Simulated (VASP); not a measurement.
Write the native input for VASP 6.6.1 that does the following.

| Quantity | Value |
| --- | --- |
| Task | single point |
| Functional | r2SCAN |
| Potentials or basis | VASP PAW PBE potentials, release 64 (Zn, O) |
| Cutoff | 520 eV |
| k mesh | 9 × 9 × 6 |
| Occupations | gaussian, width 0.02 eV |
| Spin | no spin polarisation |
| Dipole correction | no |
| Further INCAR settings | ALGO = Normal; EDIFF = 1e-06; NBANDS = 26 |

ZnO (zincite):

```
Zn O
1.0
     3.23006    0.00000    0.00000
    -1.61503    2.79731    0.00000
     0.00000    0.00000    5.21411
Zn O
2 2
Direct
  0.33333 0.66667 0.50003
  0.66667 0.33333 0.00003
  0.66667 0.33333 0.37898
  0.33333 0.66667 0.87898
```

The input as run:

POSCAR

```
ZnO
1.0
    3.2300572048      0.0000000000      0.0000000000
   -1.6150286024      2.7973115950      0.0000000000
    0.0000000000      0.0000000000      5.2141142705
Zn O
2 2
Direct
    0.3333333333      0.6666666667      0.5000326396
    0.6666666667      0.3333333333      0.0000326396
    0.6666666667      0.3333333333      0.3789773604
    0.3333333333      0.6666666667      0.8789773604
```

INCAR.step1

```
SYSTEM = ZnO
PREC = Accurate
ENCUT = 520
ISMEAR = 0
SIGMA = 0.02
LREAL = .FALSE.
LASPH = .TRUE.
NELM = 80
NBANDS = 26
GGA = PE
ALGO = Normal
EDIFF = 1E-4
LWAVE = .TRUE.
LCHARG = .FALSE.
```

INCAR.step2

```
SYSTEM = ZnO
PREC = Accurate
ENCUT = 520
EDIFF = 1E-6
ISMEAR = 0
SIGMA = 0.02
LREAL = .FALSE.
LASPH = .TRUE.
NELM = 80
ALGO = Normal
ISIF = 2
LWAVE = .FALSE.
LCHARG = .FALSE.
METAGGA = R2SCAN
LMIXTAU = .TRUE.
NBANDS = 26
ISTART = 1
```

KPOINTS

```
regular mesh
0
G
  9 9 6
  0 0 0
```

Potentials or basis: VASP PAW PBE potentials, release 64 (Zn, O).

Launch:

```bash
$ cat potpaw_PBE.64/Zn/POTCAR potpaw_PBE.64/O/POTCAR > POTCAR
$ cp INCAR.step1 INCAR
$ mpirun -np 1 vasp_std > vasp.out
$ cp INCAR.step2 INCAR
$ mpirun -np 1 vasp_std > vasp.out
```

Results of the run:

```
Pressure               : 1.4 GPa
Largest force          : 0.015 eV/Å
Band gap on the k mesh : 1.24 eV, direct
```

Caveat: the PAW data sets were made with another functional, which shifts forces and pressure a little.

It took 2.2 min on 1 thread of Intel(R) Xeon(R) Platinum 8259CL CPU @ 2.50GHz (Skylake/Cascade Lake), on a shared host, peak memory 0.19 GiB.
